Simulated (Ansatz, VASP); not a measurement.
## Two plane-wave programs on HfO2

INCAR

```
PREC = Accurate
ENCUT = 600
EDIFF = 1E-6
ISMEAR = 0
SIGMA = 0.05
LREAL = False
LASPH = True
NELM = 120
ALGO = Normal
ISIF = 2
LWAVE = False
LCHARG = False
GGA = PS
NBANDS = 31
ISYM = 0
GGA_COMPAT = False
```

KPOINTS

```
Automatic mesh
0
Gamma
  6 6 6
```

Contents of POSCAR:

```
HfO2
1.0
    0.0000000000     -2.5220673945     -2.5220673945
    0.0000000000      2.5220673945     -2.5220673945
    5.0441347890      0.0000000000      0.0000000000
Hf O
2 4
Direct
    0.0239882567     -0.0239882567      0.0000000000
    0.4760117433      0.5239882567      0.5000000000
   -0.0009542797      0.4990457203      0.6859255822
    0.5009542797      0.0009542797      0.3140744178
   -0.0009542797      0.4990457203      0.1859255822
    0.5009542797      0.0009542797      0.8140744178
```

Input for Ansatz:

```yaml
crystal:
  lattice:
    - [0.0, -2.5220673945, -2.5220673945]
    - [0.0, 2.5220673945, -2.5220673945]
    - [5.044134789, 0.0, 0.0]
  atoms:
    - { symbol: Hf, position: [0.0239882567, -0.0239882567, 0.0] }
    - { symbol: Hf, position: [0.4760117433, 0.5239882567, 0.5] }
    - { symbol: O, position: [-0.0009542797, 0.4990457203, 0.6859255822] }
    - { symbol: O, position: [0.5009542797, 0.0009542797, 0.3140744178] }
    - { symbol: O, position: [-0.0009542797, 0.4990457203, 0.1859255822] }
    - { symbol: O, position: [0.5009542797, 0.0009542797, 0.8140744178] }
  symmetry: { detect: false }
kpoints:
  mp_grid: { grid: [6, 6, 6] }
hamiltonian:
  xc: pbesol
  pseudopotentials: { kind: paw, azcp: { folder: soft_1 } }
scf:
  occupations: { method: gaussian, width: 0.05 }
output:
  forces: true
  eigenvalues: true
  stress: true
```

Alike in both runs: task single point; functional PBEsol; k mesh 6 × 6 × 6; occupations gaussian, width 0.05 eV; no spin polarisation.

|  | VASP | Ansatz |
| --- | --- | --- |
| version | VASP 6.6.1 | Ansatz 0.2.0 |
| potentials or method | VASP PAW PBE potentials, release 64 (Hf_pv, O) | scalar-relativistic, plane waves, PAW |
| plane-wave cutoff (eV) | 600 | 420 |
| valence electrons in the cell | 44 | 76 |

Ansatz gave:

```
gap on the k mesh at the Fermi level (eV)                     : 4.46
pressure (GPa)                                                : 12.6
traceless stress, the component that is largest in VASP (GPa) : 10.20
rms of the force components (eV/Å)                            : 0.885
```

**Question.** What did VASP give for the same quantities?

**Answer.** gap on the k mesh at the Fermi level (eV): 4.43; pressure (GPa): 9.1; traceless stress, the component that is largest in VASP (GPa): 10.31; rms of the force components (eV/Å): 0.884.

VASP's potentials were made for PBE, not for PBEsol, and Ansatz warns of the same on its side. Atom by atom the forces differ by 0.019 eV/Å (rms over components). VASP's potentials hold 44 valence electrons a cell and Ansatz's 76, so a difference there can come from the potentials and not from the codes.

Neither program's run includes spin-orbit coupling.
